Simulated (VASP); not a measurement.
C: relaxation of the atoms with PBE+D3(BJ)

The system is C, a slab with vacuum.

```
C
1.0
     2.46496    0.00000    0.00000
    -1.23248    3.43278    0.00000
     0.00000    0.00000   18.87257
C
6
Cartesian
  1.2325 2.0845 7.0000
  0.0000 2.2332 7.6959
  0.0000 2.5270 9.0883
  1.2325 2.6757 9.7842
  1.2325 2.9695 11.1767
  0.0000 3.1182 11.8726
```

```json
{"Program": "VASP 6.6.1", "Task": "relaxation of the atoms", "Functional": "PBE", "Dispersion": "D3(BJ)", "Potentials or basis": "VASP PAW PBE potentials, release 64 (C)", "Cutoff": "520 eV", "k mesh": "11 × 8 × 1", "Occupations": "gaussian, width 0.05 eV", "Spin": "no spin polarisation", "Dipole correction": "yes", "Atoms held fixed (from 0)": "[0, 1, 2]", "Further INCAR settings": "ALGO = Normal; EDIFF = 1e-06; ISYM = 0; IBRION = 2; EDIFFG = -0.03; NSW = 70"}
```

The energy gained by relaxing is 20.4 meV/atom. The ionic steps are 9 and the band gap on the k mesh is zero (bands 12 and 13 overlap by 0.14 eV). The dispersion energy per atom is -0.118 eV.

The path:
| step | energy change (eV) | largest force on free atoms (eV/Å) | pressure (GPa) |
| --- | --- | --- | --- |
| 1 | 0.0000 | 3.1901 | -0.25 |
| 2 | 0.2344 | 3.2809 | 1.84 |
| 3 | -0.1179 | 0.5178 | 0.07 |
| 4 | -0.1179 | 0.5541 | 0.08 |
| 5 | -0.1170 | 0.5817 | 0.30 |
| 6 | -0.1221 | 0.0690 | 0.18 |
| 7 | -0.1221 | 0.0431 | 0.18 |
| 8 | -0.1221 | 0.0324 | 0.18 |
| 9 | -0.1222 | 0.0229 | 0.20 |

Final structure:
```
C
1.0
     2.46496    0.00000    0.00000
    -1.23248    3.43278    0.00000
     0.00000    0.00000   18.87257
C
6
Direct
  0.80362 0.60725 0.37091
  0.32528 0.65056 0.40778
  0.36808 0.73615 0.48156
  0.88928 0.77859 0.51761
  0.93405 0.86808 0.59488
  0.45310 0.90624 0.62710
```

Levels at points of the mesh, in eV from the Fermi level:
```tsv
k point	band 8	band 9	band 10	band 11	band 12	band 13	band 14	band 15	band 16
(0.00, 0.00, 0.00)	-4.73	-4.15	-3.26	-2.42	-0.47	0.49	4.27	5.45	6.09
(0.00, 0.50, 0.00)	-5.66	-4.77	-3.50	-3.29	-0.15	0.83	3.52	6.64	7.75
```

Run time: 8.3 min on 1 thread of Intel(R) Xeon(R) Platinum 8488C (Sapphire Rapids), with other jobs on the host, peak memory 0.31 GiB.
